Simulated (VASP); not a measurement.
# MgB5 (R3m) in VASP: single point with PBE

Aim: the single point of MgB5 with PBE.

All numbers are computed with VASP 6.6.1; they aren't measurements. Logs are shortened: lines on timing, memory, paths and dates and some standing lists are left out, and cuts for length are marked.

### Step 1. The cell of the first run

Symmetry: R3m, No. 160, trigonal system. The conventional cell has a = 3.882 Å, b = 3.882 Å, c = 12.570 Å, α = 90.00°, β = 90.00°, γ = 120.00°. Mg (site symmetry 3m) has 6 B at 1.77 to 2.29 Å within 2.4 Å. B (site symmetry m) has 1 Mg at 1.77 Å and 7 B at 1.92 to 2.13 Å within 2.4 Å. Within 2.3 Å of B (site symmetry 3m) lie 7 B at 1.74 to 2.13 Å and 3 Mg at 2.29 Å. Within 2.3 Å of B (site symmetry 3m) lie 4 B at 1.74 to 1.93 Å.

The cell was generated, and may not be a known phase.

### Step 2. Single point, PBE

Input file INCAR:

```
PREC = Accurate
ENCUT = 840
EDIFF = 1E-6
ISMEAR = 0
SIGMA = 0.1
LREAL = False
LASPH = True
NELM = 120
ALGO = Normal
ISIF = 2
LWAVE = False
LCHARG = True
GGA = PE
LELF = True
LVHAR = True
NBANDS = 22
GGA_COMPAT = False
```

Input file KPOINTS:

```
Automatic mesh
0
Gamma
  6 6 6
```

Input file POSCAR:

```
MgB5
1.0
    1.9412316900      1.1207706400      4.1900873300
   -1.9412316900      1.1207706400      4.1900873300
    0.0000000000     -2.2415412800      4.1900873300
Mg B
1 5
Direct
    0.8036954500      0.8036954500      0.8036954500
    0.0803348100      0.5746795700      0.0803348100
    0.0803348100      0.0803348100      0.5746795700
    0.5746795700      0.0803348100      0.0803348100
    0.5091204900      0.5091204900      0.5091204900
    0.3708319500      0.3708319500      0.3708319500
```

Potentials or basis: VASP PAW PBE potentials, release 64 (Mg_sv, B).

Started as:

```bash
cat potpaw_PBE.64/Mg_sv/POTCAR potpaw_PBE.64/B/POTCAR > POTCAR
mpirun -np 1 vasp_std > vasp.out
```

OUTCAR:

```text
PREC = Accurate
   ENCUT = 840
   EDIFF = 1E-6
   ISMEAR = 0
   LREAL = False
   LASPH = True
   NELM = 120
   ISIF = 2
   GGA = PE

 ion  position               nearest neighbor table
   1  0.804  0.804  0.804-   2 1.77   4 1.77   3 1.77
   2  0.080  0.575  0.080-   1 1.77   4 1.92   3 1.92   6 1.93   4 1.96   3 1.96   5 2.13   5 2.13

   3  0.080  0.080  0.575-   1 1.77   2 1.92   4 1.92   6 1.93   2 1.96   4 1.96   5 2.13   5 2.13

   4  0.575  0.080  0.080-   1 1.77   2 1.92   3 1.92   6 1.93   2 1.96   3 1.96   5 2.13   5 2.13

   5  0.509  0.509  0.509-   6 1.74   3 2.13   3 2.13   4 2.13   2 2.13   4 2.13   2 2.13
   6  0.371  0.371  0.371-   5 1.74   4 1.93   2 1.93   3 1.93

  LATTYP: Found a trigonal (rhomboedric) cell.
 ALAT       =     4.7519826530
 COS(alpha) =     0.6662394150

  Lattice vectors:

 A1 = (   1.9412316900,   1.1207706400,   4.1900873300)
 A2 = (  -1.9412316900,   1.1207706400,   4.1900873300)
 A3 = (   0.0000000000,  -2.2415412800,   4.1900873300)

Analysis of symmetry for initial positions (statically):
=====================================================================
 Subroutine PRICEL returns:
 Original cell was already a primitive cell.

 Routine SETGRP: Setting up the symmetry group for a
 trigonal (rhombohedral) supercell.

 Subroutine GETGRP returns: Found  6 space group operations
 (whereof  6 operations were pure point group operations)
 out of a pool of 12 trial point group operations.

The static configuration has the point symmetry C_3v.

Analysis of symmetry for dynamics (positions and initial velocities):
=====================================================================
 Subroutine PRICEL returns:
 Original cell was already a primitive cell.

 Routine SETGRP: Setting up the symmetry group for a
 trigonal (rhombohedral) supercell.

 Subroutine GETGRP returns: Found  6 space group operations
 (whereof  6 operations were pure point group operations)
 out of a pool of 12 trial point group operations.

The dynamic configuration has the point symmetry C_3v.

 Subroutine INISYM returns: Found  6 space group operations
 (whereof  6 operations are pure point group operations),
 and found     1 'primitive' translations

----------------------------------------------------------------------------------------

                                     Primitive cell

  volume of cell :      54.6976

  direct lattice vectors                    reciprocal lattice vectors
     1.941231690  1.120770640  4.190087330     0.257568431  0.148707203  0.079552837
    -1.941231690  1.120770640  4.190087330    -0.257568431  0.148707203  0.079552837
     0.000000000 -2.241541280  4.190087330     0.000000000 -0.297414405  0.079552837

  length of vectors
     4.751982653  4.751982653  4.751982654     0.307870074  0.307870074  0.307870074

  position of ions in fractional coordinates (direct lattice)
     0.803695450  0.803695450  0.803695450
     0.080334810  0.574679570  0.080334810
     0.080334810  0.080334810  0.574679570
     0.574679570  0.080334810  0.080334810
     0.509120490  0.509120490  0.509120490
     0.370831950  0.370831950  0.370831950

  ion indices of the primitive-cell ions
   primitive index   ion index
                 1           1
                 2           2
                 3           3
                 4           4
                 5           5
                 6           6

----------------------------------------------------------------------------------------

 KPOINTS: Automatic mesh

Automatic generation of k-mesh.
 Grid dimensions read from file:
 generate k-points for:    6    6    6

 Generating k-lattice:

  Cartesian coordinates                     Fractional coordinates (reciprocal lattice)
     0.042928072  0.024784534  0.013258806     0.166666667 -0.000000000  0.000000000
    -0.042928072  0.024784534  0.013258806    -0.000000000  0.166666667  0.000000000
     0.000000000 -0.049569068  0.013258806     0.000000000  0.000000000  0.166666667

  Length of vectors
     0.051311679  0.051311679  0.051311679

  Shift w.r.t. Gamma in fractional coordinates (k-lattice)
     0.000000000  0.000000000  0.000000000

 Subroutine IBZKPT returns following result:
 ===========================================

 Found     32 irreducible k-points:

 Following reciprocal coordinates:
            Coordinates               Weight
  0.000000  0.000000  0.000000      1.000000
  0.166667 -0.000000  0.000000      6.000000
  0.333333 -0.000000  0.000000      6.000000
  0.500000 -0.000000  0.000000      3.000000
  0.166667  0.166667  0.000000      6.000000
  0.333333  0.166667 -0.000000     12.000000
[... 16 lines left out ...]
  0.500000  0.500000  0.166667      6.000000
 -0.333333  0.500000  0.166667     12.000000
 [... further k-points ...]
   k-points           NKPTS =     32   k-points in BZ     NKDIM =     32   number of bands    NBANDS=     22
   number of dos      NEDOS =    301   number of ions     NIONS =      6
   total plane-waves  NPLWV = 110592
   dimension x,y,z NGX =    48 NGY =   48 NGZ =   48
   dimension x,y,z NGXF=    96 NGYF=   96 NGZF=   96
   ions per type =               1   5
   NGX,Y,Z   is equivalent  to a cutoff of  16.79, 16.79, 16.79 a.u.
   NGXF,Y,Z  is equivalent  to a cutoff of  33.59, 33.59, 33.59 a.u.
 SYSTEM =  unknown system
   PREC   = accura    normal or accurate (medium, high low for compatibility)
   ISTART =      0    job   : 0-new  1-cont  2-samecut
   ICHARG =      2    charge: 1-file 2-atom 10-const
   ISPIN  =      1    spin polarized calculation?
   LNONCOLLINEAR =      F non collinear calculations
   LSORBIT =      F    spin-orbit coupling
   LASPH  =      T    aspherical Exc in radial PAW
   ENCUT  =  840.0 eV  61.74 Ry    7.86 a.u.  11.23 11.23 11.23*2*pi/ulx,y,z
   NELM   =    120;   NELMIN=  2; NELMDL= -5     # of ELM steps
   EDIFF  = 0.1E-05   stopping-criterion for ELM
   LREAL  =      F    real-space projection
   EDIFFG = 0.1E-04   stopping-criterion for IOM
   NSW    =      0    number of steps for IOM
   IBRION =     -1    ionic relax: 0-MD 1-quasi-New 2-CG
   NFREE  =      0    steps in history (QN), initial steepest desc. (CG)
   ISIF   =      2    stress and relaxation
   ISYM   =      2    0-nonsym 1-usesym 2-fastsym
   POTIM  = 0.5000    time-step for ionic-motion
   TEBEG  =    0.0;   TEEND  =   0.0 temperature during run
   PSTRESS=    0.0 pullay stress
   NELECT =      25.0000    total number of electrons
   NUPDOWN=      -1.0000    fix difference up-down
   EMIN   =  10.00;   EMAX   =-10.00  energy-range for DOS
   EFERMI =   0.00;   METHOD = LEGACY
   ISMEAR =     0;   SIGMA  =   0.10  broadening in eV -4-tet -1-fermi 0-gaus
   EFERMI_NEDOS =   21; number of points for ismear=-14 and -15
   IALGO  =     38    algorithm
   IMIX   =      4    mixing-type and parameters
     AMIX     =   0.40;   BMIX     =  1.00
     AMIX_MAG =   1.60;   BMIX_MAG =  1.00
  volume/ion in A,a.u.               =       9.12        61.52
  Fermi-wavevector in a.u.,A,eV,Ry     =   1.261049  2.383037 21.636597  1.590245
  Thomas-Fermi vector in A             =   2.394528
   LORBIT       =      0    0 simple, 1 ext, 2 COOP (PROOUT), +10 PAW based schemes
   GGA     = PE    functional components
   LHFCALC =     F    Hartree Fock is set to
   AEXX    =    0.0000 exact exchange contribution
   IVDW    =     0    specifies the selected vdW correction
   LEPSILON=     F    determine dielectric tensor
   LRPA    =     F    only Hartree local field effects (RPA)
 non-spin polarized calculation
 Gauss-broadening in eV      SIGMA  =   0.10
  energy-cutoff  :      840.00
  volume of cell :       54.70
 maximum number of plane-waves:      3055
 NGX is ok and might be reduce to    48
   NGX = 23   NGY = 23   NGZ = 23

 number of electron      25.0000003 magnetization

 Free energy of the ion-electron system (eV)
  ---------------------------------------------------
  ext. energy  EPLUGINS =         0.00000000
  ---------------------------------------------------
  free energy    TOTEN  =       -25.53779725 eV

  energy without entropy =      -25.52330069  energy(sigma->0) =      -25.53054897

 E-fermi :   5.4042     XC(G=0): -10.9384

 val. band max:        5.3939150465   @ k =  -0.3333   0.5000   0.3333
 cond. band min:       5.4049717893   @ k =   0.1667   0.1667   0.1667
 fundamental gap:      0.0110567429
 Fermi energy:         5.4042405173

 k-point     1 :       0.0000    0.0000    0.0000
  band No.  band energies     occupation
      1     -70.2689      2.00000
      2     -37.1665      2.00000
      3     -36.9973      2.00000
      4     -36.9973      2.00000
      5      -9.2415      2.00000
      6      -2.7457      2.00000
[... 14 lines left out ...]
     21      14.9492      0.00000
     22      15.7018      0.00000

 k-point     2 :       0.1667   -0.0000    0.0000
  band No.  band energies     occupation
      1     -70.2687      2.00000
      2     -37.1664      2.00000
      3     -36.9983      2.00000
      4     -36.9976      2.00000
      5      -8.9463      2.00000
      6      -3.1626      2.00000
[... 14 lines left out ...]
     21      14.7249      0.00000
     22      15.3600      0.00000

 k-point     3 :       0.3333   -0.0000    0.0000
  band No.  band energies     occupation
      1     -70.2687      2.00000
      2     -37.1662      2.00000
      3     -37.0004      2.00000
      4     -36.9981      2.00000
      5      -8.0771      2.00000
      6      -4.7905      2.00000
[... 14 lines left out ...]
     21      14.1762      0.00000
     22      15.0434      0.00000
[... 476 lines left out ...]
 k-point    23 :       0.5000    0.5000    0.1667
  band No.  band energies     occupation
      1     -70.2687      2.00000
      2     -37.1664      2.00000
      3     -37.0004      2.00000
      4     -36.9982      2.00000
      5      -7.7117      2.00000
      6      -4.9246      2.00000
[... 14 lines left out ...]
     21      13.0246      0.00000
     22      15.0509      0.00000

 k-point    24 :      -0.3333    0.5000    0.1667
  band No.  band energies     occupation
      1     -70.2687      2.00000
      2     -37.1662      2.00000
      3     -37.0008      2.00000
      4     -36.9989      2.00000
      5      -6.8780      2.00000
      6      -5.5837      2.00000
[... 14 lines left out ...]
     21      13.2567      0.00000
     22      14.7400      0.00000

 [... further k-points ...]

------------------------ aborting loop because EDIFF is reached ----------------------------------------

  FORCE on cell =-STRESS in cart. coord.  units (eV):
  Direction    XX          YY          ZZ          XY          YZ          ZX
  --------------------------------------------------------------------------------------
  -------------------------------------------------------------------------------------
  Total        1.3319987      1.3319987     13.1162762     -0.0000000     -0.0000000      0.0000000
  in kB       39.0162861     39.0162861    384.1958693     -0.0000000     -0.0000000      0.0000000
  external PRESSURE =     154.0761472 kB  Pullay stress =       0.0000000 kB

 VOLUME and BASIS-vectors are now :
 -----------------------------------------------------------------------------
  energy-cutoff  :      840.00
  volume of cell :       54.70
      direct lattice vectors                 reciprocal lattice vectors
     1.941231690  1.120770640  4.190087330     0.257568431  0.148707203  0.079552837
    -1.941231690  1.120770640  4.190087330    -0.257568431  0.148707203  0.079552837
     0.000000000 -2.241541280  4.190087330     0.000000000 -0.297414405  0.079552837

 POSITION                                       TOTAL-FORCE (eV/Angst)
 -----------------------------------------------------------------------------------
      0.00000      0.00000     10.10266         0.000000      0.000000    -18.389123
     -0.95964      0.55405      3.08118         3.590385     -2.072910      7.373776
      0.00000     -1.10809      3.08118         0.000000      4.145820      7.373776
      0.95964      0.55405      3.08118        -3.590385     -2.072910      7.373776
      0.00000      0.00000      6.39978         0.000000      0.000000     -0.072220
      0.00000      0.00000      4.66145         0.000000      0.000000     -3.659984
 -----------------------------------------------------------------------------------
    total drift:                               -0.000000     -0.000000      0.000124

  FREE ENERGIE OF THE ION-ELECTRON SYSTEM (eV)
  ---------------------------------------------------
  free  energy   TOTEN  =       -25.5377972510 eV

  energy  without entropy=      -25.5233006947  energy(sigma->0) =      -25.53054897
```

Wall time 61 s (1 thread of Intel Xeon 6975P-C (Granite Rapids), shared host); peak memory 0.33 GiB.

Results:

```yaml
Free_energy: -25.5378 eV
Pressure: 15.4 GPa
Largest_force: 18.389 eV/Å
Band_gap_on_the_k_mesh: zero (an odd number of electrons rules out a gap without spin polarisation)
```

Forces on the atoms (eV/Å):
```
Mg    0.000   0.000 -18.389
B     3.590  -2.073   7.374
B     0.000   4.146   7.374
B    -3.590  -2.073   7.374
B     0.000   0.000  -0.072
B     0.000   0.000  -3.660
```

Stress tensor (GPa, compression positive):
```
 3.90  0.00  0.00
 0.00  3.90  0.00
 0.00  0.00 38.42
```

Caveat: the stress differs along the axes, from 4 to 38 GPa; an odd number of electrons without spin polarisation forces a metal; a magnetic or distorted state may lie lower.
